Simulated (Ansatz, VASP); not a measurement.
**One calculation of Ta5Si, two programs**

INCAR

```
SYSTEM = Ta5Si
ALGO     = Normal         ! electronic algorithm
EDIFF    = 1E-7           ! SCF threshold, eV
EDIFFG   = -0.04          ! ionic threshold
ENCUT    = 600            ! plane-wave cutoff, eV
GGA      = PE             ! functional
IBRION   = 2              ! ionic algorithm
ISIF     = 3              ! what is computed and relaxed
ISMEAR   = 0              ! smearing method
LASPH    = .TRUE.         ! aspherical terms in the spheres
LCHARG   = .FALSE.        ! write CHGCAR
LREAL    = .FALSE.        ! projectors in reciprocal space
LWAVE    = .FALSE.        ! write WAVECAR
NELM     = 80             ! most SCF steps
NSW      = 90             ! ionic steps
PREC     = Accurate       ! precision mode
SIGMA    = 0.1            ! smearing width, eV
```

The input KPOINTS:

```
k-points
0
G
  4 4 4
  0 0 0
```

POSCAR

```
Ta5Si
1.0
    0.0000000000      3.8407309300      3.8407309300
    3.8407309300      0.0000000000      3.8407309300
    3.8407309300      3.8407309300      0.0000000000
Ta Si
5 1
Direct
    0.1154093100      0.1154093100      0.1154093100
    0.1154093100      0.1154093100      0.6537720700
    0.1154093100      0.6537720700      0.1154093100
    0.6537720700      0.1154093100      0.1154093100
    0.7500000000      0.7500000000      0.7500000000
    0.5000000000      0.5000000000      0.5000000000
```

Input for Ansatz:

```yaml
crystal:
  lattice:
    - [0.0, 3.84073093, 3.84073093]
    - [3.84073093, 0.0, 3.84073093]
    - [3.84073093, 3.84073093, 0.0]
  atoms:
    - { symbol: Ta, position: [0.11540931, 0.11540931, 0.11540931] }
    - { symbol: Ta, position: [0.11540931, 0.11540931, 0.65377207] }
    - { symbol: Ta, position: [0.11540931, 0.65377207, 0.11540931] }
    - { symbol: Ta, position: [0.65377207, 0.11540931, 0.11540931] }
    - { symbol: Ta, position: [0.75, 0.75, 0.75] }
    - { symbol: Si, position: [0.5, 0.5, 0.5] }
basis:
  ecutwfc: 420
kpoints:
  mp_grid: { grid: [4, 4, 4] }
hamiltonian:
  xc: pbe
scf:
  occupations: { method: gaussian, width: 0.1 }
  lower_state_search: "off"
output:
  forces: true
  stress: true
  eigenvalues: true
relax:
  adjacent_minimum: "off"
  f_tol: 0.04
  max_steps: 70
  cell: { stress_tol: 0.4 }
```

Alike in both runs: task relaxation of cell and atoms; functional PBE; k mesh 4 × 4 × 4; occupations gaussian, width 0.1 eV; no spin polarisation.

|  | VASP | Ansatz |
| --- | --- | --- |
| version | VASP 6.6.1 | Ansatz 0.2.0 |
| potentials or method | VASP PAW PBE potentials, release 64 (Ta_pv, Si), cutoff 600 eV | scalar-relativistic, plane waves, PAW |
| valence electrons in the cell | 59 | 69 |

Ansatz gave:

- gap on the k mesh at the Fermi level, each at its own relaxed structure (eV): none
- relaxed volume (Å³/atom): 18.73
- relaxed cell length with the largest relative difference (Å): 5.417

Estimate VASP's values.

gap on the k mesh at the Fermi level, each at its own relaxed structure (eV): none; relaxed volume (Å³/atom): 18.74; relaxed cell length with the largest relative difference (Å): 5.418.

A gap of «none» marks a metal or a gap that the smearing closes. VASP's potentials hold 59 valence electrons a cell and Ansatz's 69, so a difference there can come from the potentials and not from the codes.

Spin-orbit coupling is off throughout.
